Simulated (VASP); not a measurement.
# Sb in VASP: single point with PBE

Aim: the single point of Sb with PBE.

Program: VASP 6.6.1. These are calculated values, not measurements. Logs are shortened: lines on timing, memory, paths and dates and some standing lists are left out, and cuts for length are marked.

## (1) The cell of the first run

The cell holds a slab with vacuum, 6 atoms: a = 4.301 Å, b = 4.301 Å, c = 25.992 Å, α = 90.00°, β = 90.00°, γ = 120.00°.

## (2) Single point, PBE

Contents of INCAR:

```
ALGO     = Normal         # electronic algorithm
DIPOL    = 0.5 0.5 0.503
EDIFF    = 1E-6           # SCF threshold, eV
ENCUT    = 400            # plane-wave cutoff, eV
GGA      = PE             # functional
GGA_COMPAT= F            
IDIPOL   = 3            
ISIF     = 2              # what is computed and relaxed
ISMEAR   = 0              # smearing method
LASPH    = T              # aspherical terms in the spheres
LCHARG   = F              # write CHGCAR
LDIPOL   = T            
LREAL    = F              # projectors in reciprocal space
LWAVE    = F              # write WAVECAR
NBANDS   = 54             # bands
NELM     = 120            # most SCF steps
NELMDL   = -8           
PREC     = Accurate       # precision mode
SIGMA    = 0.1            # smearing width, eV
```

Contents of KPOINTS:

```
k-points
0
Gamma
  18 18 1
```

Contents of POSCAR:

```
Sb
1.0
    4.3012006600      0.0000000000      0.0000000000
   -2.1506003300      3.7249490400      0.0000000000
    0.0000000000      0.0000000000     25.9924888534
Sb
6
Direct
    0.3333333333      0.6666666665      0.3270175491
    0.6666666667      0.3333333333      0.3848992319
    0.0000000000      0.0000000000      0.4710591586
    0.3333333333      0.6666666665      0.5306535503
    0.6666666667      0.3333333333      0.6220145074
    0.0000000000      0.0000000000      0.6818450415
```

Potentials or basis: VASP PAW PBE potentials, release 64 (Sb_d_GW).

Command:

```
$ cat potpaw_PBE.64/Sb_d_GW/POTCAR > POTCAR
$ mpirun -np 1 vasp_std > vasp.out
```

OUTCAR:

```text
EDIFF = 1E-6
   ENCUT = 400
   GGA = PE
   ISIF = 2
   ISMEAR = 0
   LASPH = T
   LREAL = F
   NELM = 120
   NELMDL = -8
   PREC = Accurate

 ion  position               nearest neighbor table
   1  0.333  0.667  0.327-   2 2.90   2 2.90   2 2.90
   2  0.667  0.333  0.385-   1 2.90   1 2.90   1 2.90   3 3.34   3 3.34   3 3.34
   3  0.000  0.000  0.471-   4 2.93   4 2.93   4 2.93   2 3.34   2 3.34   2 3.34
   4  0.333  0.667  0.531-   3 2.93   3 2.93   3 2.93
   5  0.667  0.333  0.622-   6 2.93   6 2.93   6 2.93
   6  0.000  0.000  0.682-   5 2.93   5 2.93   5 2.93

  LATTYP: Found a hexagonal cell.
 ALAT       =     4.3012006600
 C/A-ratio  =     6.0430774819

  Lattice vectors:

 A1 = (   4.3012006600,   0.0000000000,   0.0000000000)
 A2 = (  -2.1506003300,   3.7249490400,   0.0000000000)
 A3 = (   0.0000000000,   0.0000000000,  25.9924888534)

Analysis of symmetry for initial positions (statically):
=====================================================================
 Subroutine PRICEL returns:
 Original cell was already a primitive cell.

 Routine SETGRP: Setting up the symmetry group for a
 hexagonal supercell.

 Subroutine GETGRP returns: Found  6 space group operations
 (whereof  6 operations were pure point group operations)
 out of a pool of 24 trial point group operations.

The static configuration has the point symmetry C_3v.

Analysis of symmetry for dynamics (positions and initial velocities):
=====================================================================
 Subroutine PRICEL returns:
 Original cell was already a primitive cell.

 Routine SETGRP: Setting up the symmetry group for a
 hexagonal supercell.

 Subroutine GETGRP returns: Found  6 space group operations
 (whereof  6 operations were pure point group operations)
 out of a pool of 24 trial point group operations.

The dynamic configuration has the point symmetry C_3v.

 Subroutine INISYM returns: Found  6 space group operations
 (whereof  6 operations are pure point group operations),
 and found     1 'primitive' translations

----------------------------------------------------------------------------------------

                                     Primitive cell

  volume of cell :     416.4452

  direct lattice vectors                    reciprocal lattice vectors
     4.301200660  0.000000000  0.000000000     0.232493222  0.134230024  0.000000000
    -2.150600330  3.724949040  0.000000000     0.000000000  0.268460049  0.000000000
     0.000000000  0.000000000 25.992488853     0.000000000  0.000000000  0.038472653

  length of vectors
     4.301200660  4.301200661 25.992488853     0.268460049  0.268460049  0.038472653

  position of ions in fractional coordinates (direct lattice)
     0.333333333  0.666666666  0.327017549
     0.666666667  0.333333333  0.384899232
     0.000000000  0.000000000  0.471059159
     0.333333333  0.666666666  0.530653550
     0.666666667  0.333333333  0.622014507
     0.000000000  0.000000000  0.681845041

  ion indices of the primitive-cell ions
   primitive index   ion index
                 1           1
                 2           2
                 3           3
                 4           4
                 5           5
                 6           6

----------------------------------------------------------------------------------------

 KPOINTS: k-points

Automatic generation of k-mesh.
 Grid dimensions read from file:
 generate k-points for:   18   18    1

 Generating k-lattice:

  Cartesian coordinates                     Fractional coordinates (reciprocal lattice)
     0.012916290  0.007457224  0.000000000     0.055555556 -0.000000000  0.000000000
     0.000000000  0.014914447  0.000000000     0.000000000  0.055555556  0.000000000
     0.000000000  0.000000000  0.038472653     0.000000000  0.000000000  1.000000000

  Length of vectors
     0.014914447  0.014914447  0.038472653

  Shift w.r.t. Gamma in fractional coordinates (k-lattice)
     0.000000000  0.000000000  0.000000000

 Subroutine IBZKPT returns following result:
 ===========================================

 Found     37 irreducible k-points:

 Following reciprocal coordinates:
            Coordinates               Weight
  0.000000  0.000000  0.000000      1.000000
  0.055556 -0.000000  0.000000      6.000000
  0.111111 -0.000000  0.000000      6.000000
  0.166667 -0.000000  0.000000      6.000000
  0.222222 -0.000000  0.000000      6.000000
  0.277778 -0.000000  0.000000      6.000000
[... 16 lines left out ...]
  0.333333  0.111111  0.000000     12.000000
  0.388889  0.111111  0.000000     12.000000
 [... further k-points ...]
   k-points           NKPTS =     37   k-points in BZ     NKDIM =     37   number of bands    NBANDS=     54
   number of dos      NEDOS =    301   number of ions     NIONS =      6
   total plane-waves  NPLWV = 141120
   dimension x,y,z NGX =    28 NGY =   28 NGZ =  180
   dimension x,y,z NGXF=    56 NGYF=   56 NGZF=  360
   ions per type =               6
   NGX,Y,Z   is equivalent  to a cutoff of  10.82, 10.82, 11.51 a.u.
   NGXF,Y,Z  is equivalent  to a cutoff of  21.64, 21.64, 23.03 a.u.
 SYSTEM =  unknown system
   PREC   = accura    normal or accurate (medium, high low for compatibility)
   ISTART =      0    job   : 0-new  1-cont  2-samecut
   ICHARG =      2    charge: 1-file 2-atom 10-const
   ISPIN  =      1    spin polarized calculation?
   LNONCOLLINEAR =      F non collinear calculations
   LSORBIT =      F    spin-orbit coupling
   LASPH  =      T    aspherical Exc in radial PAW
   ENCUT  =  400.0 eV  29.40 Ry    5.42 a.u.   7.01  7.01 42.39*2*pi/ulx,y,z
   NELM   =    120;   NELMIN=  2; NELMDL= -8     # of ELM steps
   EDIFF  = 0.1E-05   stopping-criterion for ELM
   LREAL  =      F    real-space projection
   EDIFFG = 0.1E-04   stopping-criterion for IOM
   NSW    =      0    number of steps for IOM
   IBRION =     -1    ionic relax: 0-MD 1-quasi-New 2-CG
   NFREE  =      0    steps in history (QN), initial steepest desc. (CG)
   ISIF   =      2    stress and relaxation
   ISYM   =      2    0-nonsym 1-usesym 2-fastsym
   POTIM  = 0.5000    time-step for ionic-motion
   TEBEG  =    0.0;   TEEND  =   0.0 temperature during run
   PSTRESS=    0.0 pullay stress
   NELECT =      90.0000    total number of electrons
   NUPDOWN=      -1.0000    fix difference up-down
   EMIN   =  10.00;   EMAX   =-10.00  energy-range for DOS
   EFERMI =   0.00;   METHOD = LEGACY
   ISMEAR =     0;   SIGMA  =   0.10  broadening in eV -4-tet -1-fermi 0-gaus
   EFERMI_NEDOS =   21; number of points for ismear=-14 and -15
   IALGO  =     38    algorithm
   IMIX   =      4    mixing-type and parameters
     AMIX     =   0.40;   BMIX     =  1.00
     AMIX_MAG =   1.60;   BMIX_MAG =  1.00
  volume/ion in A,a.u.               =      69.41       468.39
  Fermi-wavevector in a.u.,A,eV,Ry     =   0.982433  1.856530 13.132003  0.965175
  Thomas-Fermi vector in A             =   2.113515
   LORBIT       =      0    0 simple, 1 ext, 2 COOP (PROOUT), +10 PAW based schemes
   GGA     = PE    functional components
   LHFCALC =     F    Hartree Fock is set to
   AEXX    =    0.0000 exact exchange contribution
   IVDW    =     0    specifies the selected vdW correction
   LEPSILON=     F    determine dielectric tensor
   LRPA    =     F    only Hartree local field effects (RPA)
 non-spin polarized calculation
 Gauss-broadening in eV      SIGMA  =   0.10
  energy-cutoff  :      400.00
  volume of cell :      416.45
 maximum number of plane-waves:      7611
 NGX is ok and might be reduce to    28
   NGX = 13   NGY = 13   NGZ = 85

 dipolmoment           0.000000      0.000000      0.028221 electrons x Angstroem

 number of electron      89.9999974 magnetization

 dipolmoment           0.000000      0.000000     -0.003996 electrons x Angstroem

 Free energy of the ion-electron system (eV)
  ---------------------------------------------------
  ext. energy  EPLUGINS =         0.00000000
  ---------------------------------------------------
  free energy    TOTEN  =       -24.62937640 eV

  energy without entropy =      -24.62652367  energy(sigma->0) =      -24.62795003

 E-fermi :   0.0458     XC(G=0):  -4.9255

 val. band max:        0.0167058476   @ k =   0.0556  -0.0000   0.0000
 cond. band min:       0.1303372379   @ k =   0.3889   0.0000   0.0000
 fundamental gap:      0.1136313903
 Fermi energy:         0.0458227407

 k-point     1 :       0.0000    0.0000    0.0000
  band No.  band energies     occupation
      1     -29.4253      2.00000
      2     -29.4253      2.00000
      3     -29.3950      2.00000
      4     -29.3950      2.00000
      5     -29.3720      2.00000
      6     -29.3720      2.00000
[... 46 lines left out ...]
     53       2.3212      0.00000
     54       2.3212      0.00000

 k-point     2 :       0.0556   -0.0000    0.0000
  band No.  band energies     occupation
      1     -29.4252      2.00000
      2     -29.4240      2.00000
      3     -29.3950      2.00000
      4     -29.3940      2.00000
      5     -29.3719      2.00000
      6     -29.3711      2.00000
[... 46 lines left out ...]
     53       2.3275      0.00000
     54       2.3916      0.00000

 k-point     3 :       0.1111   -0.0000    0.0000
  band No.  band energies     occupation
      1     -29.4248      2.00000
      2     -29.4200      2.00000
      3     -29.3947      2.00000
      4     -29.3909      2.00000
      5     -29.3717      2.00000
      6     -29.3686      2.00000
[... 46 lines left out ...]
     53       2.5814      0.00000
     54       2.7350      0.00000
[... 1084 lines left out ...]
 k-point    23 :       0.3333    0.1111    0.0000
  band No.  band energies     occupation
      1     -29.4179      2.00000
      2     -29.3963      2.00000
      3     -29.3773      2.00000
      4     -29.3711      2.00000
      5     -29.3553      2.00000
      6     -29.3483      2.00000
[... 46 lines left out ...]
     53       3.5151      0.00000
     54       4.4618      0.00000

 k-point    24 :       0.3889    0.1111    0.0000
  band No.  band energies     occupation
      1     -29.4176      2.00000
      2     -29.3944      2.00000
      3     -29.3748      2.00000
      4     -29.3704      2.00000
      5     -29.3529      2.00000
      6     -29.3464      2.00000
[... 46 lines left out ...]
     53       3.5716      0.00000
     54       4.4522      0.00000

 [... further k-points ...]

------------------------ aborting loop because EDIFF is reached ----------------------------------------

 vacuum level on the upper side and lower side of the slab       (xc-potential included)        -0.173        -0.133

  FORCE on cell =-STRESS in cart. coord.  units (eV):
  Direction    XX          YY          ZZ          XY          YZ          ZX
  --------------------------------------------------------------------------------------
  -------------------------------------------------------------------------------------
  Total        0.0328840      0.0328840      0.8346828      0.0000000      0.0000000     -0.0000000
  in kB        0.1265138      0.1265138      3.2112502      0.0000000      0.0000000     -0.0000000
  external PRESSURE =       1.1547593 kB  Pullay stress =       0.0000000 kB

 VOLUME and BASIS-vectors are now :
 -----------------------------------------------------------------------------
  energy-cutoff  :      400.00
  volume of cell :      416.45
      direct lattice vectors                 reciprocal lattice vectors
     4.301200660  0.000000000  0.000000000     0.232493222  0.134230024  0.000000000
    -2.150600330  3.724949040  0.000000000     0.000000000  0.268460049  0.000000000
     0.000000000  0.000000000 25.992488853     0.000000000  0.000000000  0.038472653

 POSITION                                       TOTAL-FORCE (eV/Angst)
 -----------------------------------------------------------------------------------
      0.00000      2.48330      8.50000        -0.000000      0.000000     -0.377402
      2.15060      1.24165     10.00449        -0.000000     -0.000000      0.171433
      0.00000      0.00000     12.24400         0.000000     -0.000000      0.177389
      0.00000      2.48330     13.79301        -0.000000      0.000000     -0.017700
      2.15060      1.24165     16.16771         0.000000      0.000000      0.025622
      0.00000      0.00000     17.72285         0.000000     -0.000000      0.020658
 -----------------------------------------------------------------------------------
    total drift:                               -0.000001      0.000000      0.006161

  FREE ENERGIE OF THE ION-ELECTRON SYSTEM (eV)
  ---------------------------------------------------
  free  energy   TOTEN  =       -24.6293764021 eV

  energy  without entropy=      -24.6265236667  energy(sigma->0) =      -24.62795003

 vacuum level on the upper side and lower side of the slab         3.991         4.032
```

Wall time 26 min (1 thread of Intel Xeon Platinum 8259CL at 2.50GHz (Skylake/Cascade Lake), shared host); peak memory 0.63 GiB.

Results:

| Property | Result |
| --- | --- |
| Free energy | -24.6294 eV |
| Largest force | 0.377 eV/Å |
| Band gap on the k mesh | zero (bands 45 and 46 overlap by 0.14 eV) |

Forces on the atoms (eV/Å):
```
Sb   0.000  0.000 -0.377
Sb   0.000  0.000  0.171
Sb   0.000  0.000  0.177
Sb   0.000  0.000 -0.018
Sb   0.000  0.000  0.026
Sb   0.000  0.000  0.021
```

Levels at points of the mesh, in eV from the Fermi level:
```tsv
k point	band 43	band 44	band 45	band 46	band 47	band 48
(0.00, 0.00, 0.00)	-1.25	-0.91	-0.29	-0.17	0.63	0.63
(0.50, 0.00, 0.00)	-2.18	-2.10	-1.14	0.13	0.76	1.18
```

Caveat: spin-orbit coupling is left out, which moves the levels of the heavy elements.

The gap in the log of VASP goes by the Fermi energy; the results here count the filled bands.